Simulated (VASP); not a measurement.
Wanted: the native input for a VASP 6.6.1 run.

- Task: single point
- Functional: PBE
- Potentials or basis: VASP PAW PBE potentials, release 64 (Ga_d, As)
- Cutoff: 500 eV
- k mesh: 10 × 10 × 10
- Occupations: gaussian, width 0.01 eV
- Spin: no spin polarisation
- Dipole correction: no
- Further INCAR settings: ALGO = Normal; EDIFF = 1e-06; NBANDS = 16

The structure of GaAs lies in POSCAR:

```
GaAs
1.0
    0.0000000000      2.8268500000      2.8268500000
    2.8268500000      0.0000000000      2.8268500000
    2.8268500000      2.8268500000      0.0000000000
Ga As
1 1
Direct
    0.0000000000      0.0000000000      0.0000000000
    0.7500000000      0.7500000000      0.7500000000
```

These files were run (other wordings do the same):

INCAR

```
PREC = Accurate ; ENCUT = 500
EDIFF = 1E-6 ; ISMEAR = 0
SIGMA = 0.01 ; LREAL = False
LASPH = True ; NELM = 120
ALGO = Normal ; ISIF = 2
LWAVE = False ; LCHARG = False
GGA = PE ; NBANDS = 16
GGA_COMPAT = False
```

KPOINTS

```
regular mesh
0
Gamma
  10 10 10
```

Potentials or basis: VASP PAW PBE potentials, release 64 (Ga_d, As).

Launch:

```console
$ cat potpaw_PBE.64/Ga_d/POTCAR potpaw_PBE.64/As/POTCAR > POTCAR
$ mpirun -np 1 vasp_std > vasp.out
```

It gave:

```json
{
 "Pressure": "3.5 GPa",
 "Band gap on the k mesh": "0.52 eV"
}
```

Caveat: the cell stands under pressure.

Wall time 60 s on 1 thread of Intel(R) Xeon(R) Platinum 8259CL CPU @ 2.50GHz (Skylake/Cascade Lake) (shared host), peak memory 0.18 GiB.
